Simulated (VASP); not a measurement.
The system is Fe.

```
Fe
1.0
     0.00000    2.37809    2.37809
     2.37809    0.00000    2.37809
     2.37809    2.37809    0.00000
Fe
2
Direct
  0.12500 0.12500 0.12500
  0.87500 0.87500 0.87500
```

Base run:

- Program: VASP 6.6.1
- Functional: LDA
- Potentials or basis: VASP PAW LDA potentials, release 64 (Fe_sv)
- Cutoff: 600 eV
- k mesh: 13 × 13 × 13
- Occupations: fermi-dirac, width 0.1 eV
- Spin: no spin polarisation

Its results: band gap on the k mesh zero (band 16 reaches 9.54 eV, above the bottom of band 17 at 8.67 eV); pressure -2.6 GPa.

The run is repeated on the same cell with these changes: potentials or basis from VASP PAW LDA potentials, release 64 (Fe_sv) to VASP PAW LDA potentials, release 64 (Fe); cutoff from 600 eV to 520 eV; further incar settings from ALGO = Normal; EDIFF = 1e-06; NBANDS = 23 to ALGO = Normal; EDIFF = 1e-07; NBANDS = 15; valence electrons from 32 to 16. What comes out?

Band gap on the k mesh zero (band 8 reaches 4.44 eV, above the bottom of band 9 at 3.57 eV); pressure -2.1 GPa.

Caveats: the run has no spin polarisation, though such a crystal can be magnetic.
